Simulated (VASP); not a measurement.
Write the native input for VASP 6.6.1 that does the following.

```yaml
Task: single point
Functional: PBE
Potentials_or_basis: VASP PAW PBE potentials, release 64 (Nd_3, Mo_sv), 4f in core
Cutoff: 500 eV
k_mesh: 12 × 12 × 4
Occupations: gaussian, width 0.1 eV
Spin: no spin polarisation
Dipole_correction: no
Further_INCAR_settings: ALGO = Normal; EDIFF = 1e-06; NBANDS = 33
```

The structure of NdMo lies in POSCAR:

```
NdMo
1.0
    4.1700358737      0.0000000000      0.0000000000
   -2.0850179368      3.6113570013      0.0000000000
    0.0000000000      0.0000000000      8.2831397421
Nd Mo
2 2
Direct
    0.0000000000      0.0000000000      0.2289346810
    0.0000000000      0.0000000000      0.7710653190
    0.3333333333      0.6666666667      0.5000000000
    0.6666666667      0.3333333333      0.5000000000
```

The cell was generated, and may not be a known phase.

The input as run:

INCAR

```
SYSTEM = NdMo
PREC     = Accurate       ! precision mode
ENCUT    = 500            ! plane-wave cutoff, eV
EDIFF    = 1E-6           ! SCF threshold, eV
ISMEAR   = 0              ! smearing method
SIGMA    = 0.1            ! smearing width, eV
LREAL    = .FALSE.        ! projectors in reciprocal space
LASPH    = .TRUE.         ! aspherical terms in the spheres
NELM     = 200            ! most SCF steps
ALGO     = Normal         ! electronic algorithm
ISIF     = 2              ! what is computed and relaxed
LWAVE    = .FALSE.        ! write WAVECAR
LCHARG   = .TRUE.         ! write CHGCAR
GGA      = PE             ! functional
LELF     = .TRUE.         ! ELF
LVHAR    = .TRUE.       
NBANDS   = 33             ! bands
GGA_COMPAT= .FALSE.      
LMAXMIX  = 6              ! l up to which the mixer works
```

KPOINTS

```
regular mesh
0
G
  12 12 4
  0 0 0
```

Potentials or basis: VASP PAW PBE potentials, release 64 (Nd_3, Mo_sv), 4f in core.

The run is started by

```sh
$ cat potpaw_PBE.64/Nd_3/POTCAR potpaw_PBE.64/Mo_sv/POTCAR > POTCAR
$ mpirun -np 1 vasp_std > vasp.out
```

Results of the run:

```
Pressure               : 0.3 GPa
Largest force          : 0.028 eV/Å
Band gap on the k mesh : zero (bands 25 and 26 overlap by 0.45 eV)
```

Caveat: spin-orbit coupling is left out, which moves the levels of the heavy elements; the 4f electrons are frozen in the core, so they carry no moment and show no levels.

Run time: 110 s on 1 thread of Intel(R) Xeon(R) 6975P-C (Granite Rapids), with other jobs on the host, peak memory 0.34 GiB.
